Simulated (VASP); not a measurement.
# AgI (F-43m) in VASP: notebook, part 2 of 2

VASP 6.6.1.

**3. Relaxation of cell and atoms, LDA**

This run uses another cell than the first one, of 33.90 Å³/atom.

The input, INCAR:

```
PREC = Accurate
ENCUT = 500
EDIFF = 1E-7
ISMEAR = 0
SIGMA = 0.02
LREAL = False
LASPH = True
NELM = 120
ALGO = Normal
ISIF = 3
LWAVE = False
LCHARG = False
GGA = CA
IBRION = 2
NSW = 100
EDIFFG = -0.005
GGA_COMPAT = False
NELMIN = 4
```

The input, KPOINTS:

```
regular mesh
0
Gamma
  8 8 8
```

The input, POSCAR:

```
AgI
1.0
    0.0000000000      3.2365000000      3.2365000000
    3.2365000000      0.0000000000      3.2365000000
    3.2365000000      3.2365000000      0.0000000000
Ag I
1 1
Direct
    0.0000000000      0.0000000000      0.0000000000
    0.7500000000      0.7500000000      0.7500000000
```

Potentials or basis: VASP PAW LDA potentials, release 64 (Ag, I).

The run is started by

```console
$ cat potpaw_LDA.64/Ag/POTCAR potpaw_LDA.64/I/POTCAR > POTCAR
$ mpirun -np 1 vasp_std > vasp.out
```

OUTCAR:

```text
PREC = Accurate
   ENCUT = 500
   EDIFF = 1E-7
   ISMEAR = 0
   LREAL = False
   LASPH = True
   NELM = 120
   ISIF = 3
   GGA = CA
   IBRION = 2
   NSW = 100
   EDIFFG = -0.005
   NELMIN = 4

 ion  position               nearest neighbor table
   1  0.000  0.000  0.000-   2 2.80   2 2.80   2 2.80   2 2.80
   2  0.750  0.750  0.750-   1 2.80   1 2.80   1 2.80   1 2.80

  LATTYP: Found a face centered cubic cell.
 ALAT       =     6.4730000000

  Lattice vectors:

 A1 = (   0.0000000000,   3.2365000000,   3.2365000000)
 A2 = (   3.2365000000,   0.0000000000,   3.2365000000)
 A3 = (   3.2365000000,   3.2365000000,   0.0000000000)

Analysis of symmetry for initial positions (statically):
=====================================================================
 Subroutine PRICEL returns:
 Original cell was already a primitive cell.

 Routine SETGRP: Setting up the symmetry group for a
 face centered cubic supercell.

 Subroutine GETGRP returns: Found 24 space group operations
 (whereof 24 operations were pure point group operations)
 out of a pool of 48 trial point group operations.

The static configuration has the point symmetry T_d .

Analysis of symmetry for dynamics (positions and initial velocities):
=====================================================================
 Subroutine PRICEL returns:
 Original cell was already a primitive cell.

 Routine SETGRP: Setting up the symmetry group for a
 face centered cubic supercell.

 Subroutine GETGRP returns: Found 24 space group operations
 (whereof 24 operations were pure point group operations)
 out of a pool of 48 trial point group operations.

The dynamic configuration has the point symmetry T_d .

 Subroutine INISYM returns: Found 24 space group operations
 (whereof 24 operations are pure point group operations),
 and found     1 'primitive' translations
[... 126 lines left out ...]
 conjugate gradient relaxation of ions
 non-spin polarized calculation
 Gauss-broadening in eV      SIGMA  =   0.02
  energy-cutoff  :      500.00
  volume of cell :       67.80
 maximum number of plane-waves:      1759
 NGX is ok and might be reduce to    36
   NGX = 17   NGY = 17   NGZ = 17

--------------------------------------- Ionic step        1  -------------------------------------------

 number of electron      17.9999998 magnetization

 Free energy of the ion-electron system (eV)
  ---------------------------------------------------
  ext. energy  EPLUGINS =         0.00000000
  ---------------------------------------------------
  free energy    TOTEN  =        -6.09761410 eV

  energy without entropy =       -6.09761410  energy(sigma->0) =       -6.09761410

------------------------ aborting loop because EDIFF is reached ----------------------------------------

  FORCE on cell =-STRESS in cart. coord.  units (eV):
  Direction    XX          YY          ZZ          XY          YZ          ZX
  --------------------------------------------------------------------------------------
  -------------------------------------------------------------------------------------
  Total       -0.8710829     -0.8710829     -0.8710829      0.0000000      0.0000000      0.0000000
  in kB      -20.5832165    -20.5832165    -20.5832165      0.0000000      0.0000000      0.0000000
  external PRESSURE =     -20.5832165 kB  Pullay stress =       0.0000000 kB
[... 59 lines left out ...]
--------------------------------------- Ionic step        3  -------------------------------------------

 number of electron      18.0000002 magnetization

 Free energy of the ion-electron system (eV)
  ---------------------------------------------------
  ext. energy  EPLUGINS =         0.00000000
  ---------------------------------------------------
  free energy    TOTEN  =        -6.12392043 eV

  energy without entropy =       -6.12392043  energy(sigma->0) =       -6.12392043

 E-fermi :   3.8094     XC(G=0):  -9.1608

 val. band max:        3.7134599778   @ k =   0.0000   0.0000   0.0000
 cond. band min:       4.8060382741   @ k =   0.0000   0.0000   0.0000
 fundamental gap:      1.0925782962
 Fermi energy:         3.8093690425

 k-point     1 :       0.0000    0.0000    0.0000
  band No.  band energies     occupation
      1      -9.5458      2.00000
      2      -0.9807      2.00000
      3      -0.9807      2.00000
      4      -0.9807      2.00000
      5       0.2694      2.00000
      6       0.2694      2.00000
      7       3.7135      2.00000
      8       3.7135      2.00000
      9       3.7135      2.00000
     10       4.8060      0.00000
     11       9.2243      0.00000
     12       9.2243      0.00000
     13       9.2243      0.00000
[... 354 lines left out ...]
  band No.  band energies     occupation
      1      -9.1321      2.00000
      2      -0.8881      2.00000
      3      -0.8008      2.00000
      4      -0.6024      2.00000
      5       0.2242      2.00000
      6       0.3172      2.00000
      7       0.5496      2.00000
      8       1.9183      2.00000
      9       2.4445      2.00000
     10       7.5117      0.00000
     11       8.8473      0.00000
     12      10.1123      0.00000
     13      11.2153      0.00000

 [... further k-points ...]
[... 5 lines left out ...]
  --------------------------------------------------------------------------------------
  -------------------------------------------------------------------------------------
  Total       -0.0058234     -0.0058234     -0.0058234     -0.0000000     -0.0000000      0.0000000
  in kB       -0.1458831     -0.1458831     -0.1458831     -0.0000000     -0.0000000      0.0000000
  external PRESSURE =      -0.1458831 kB  Pullay stress =       0.0000000 kB
[... 17 lines left out ...]
  FREE ENERGIE OF THE ION-ELECTRON SYSTEM (eV)
  ---------------------------------------------------
  free  energy   TOTEN  =        -6.1239204290 eV

  energy  without entropy=       -6.1239204290  energy(sigma->0) =       -6.12392043

 reached required accuracy - stopping structural energy minimisation
```

Run time: 52 s. Hardware: 1 thread of Intel Xeon 8259CL, shared host; peak memory 0.2 GiB.

What came out:

- Free energy: -6.1239 eV
- Relaxed volume: 31.98 Å³/atom
- Relaxed cell: a = 4.489 Å, b = 4.489 Å, c = 4.489 Å, α = 60.00°, β = 60.00°, γ = 60.00°
- Space group after relaxing (to 0.1 Å): F-43m (No. 216)
- Energy gained by relaxing: 13.2 meV/atom
- Ionic steps: 3
- Pressure after relaxing: 0.0 GPa
- Band gap on the k mesh: 1.09 eV

The path:
| step | energy change (eV) | largest force (eV/Å) | pressure (GPa) | volume (Å³) |
| --- | --- | --- | --- | --- |
| 1 | 0.0000 | 0.0000 | -2.06 | 67.80 |
| 2 | -0.0261 | 0.0000 | 0.22 | 63.62 |
| 3 | -0.0263 | 0.0000 | -0.01 | 63.96 |

Final structure:
```yaml
crystal:
  lattice:
    - [0.00000, 3.17408, 3.17408]
    - [3.17408, 0.00000, 3.17408]
    - [3.17408, 3.17408, 0.00000]
  atoms:
    - { symbol: Ag, position: [0.00000, 0.00000, 0.00000] }
    - { symbol: I, position: [0.75000, 0.75000, 0.75000] }
```

Levels at points of the mesh, in eV from the valence-band top:
```tsv
k point	band 6	band 7	band 8	band 9	band 10	band 11	band 12	band 13
(0.00, 0.00, 0.00)	-3.44	0.00	0.00	0.00	1.09	5.51	5.51	5.51
(0.50, 0.00, 0.00)	-3.41	-3.27	-0.84	-0.84	2.53	6.03	6.03	7.07
(0.50, 0.50, 0.00)	-3.31	-2.93	-2.05	-2.05	3.23	3.67	8.51	9.72
```

Caveat: spin-orbit coupling is left out, which moves the levels of the heavy elements. LDA usually gives volumes a few per cent too small.
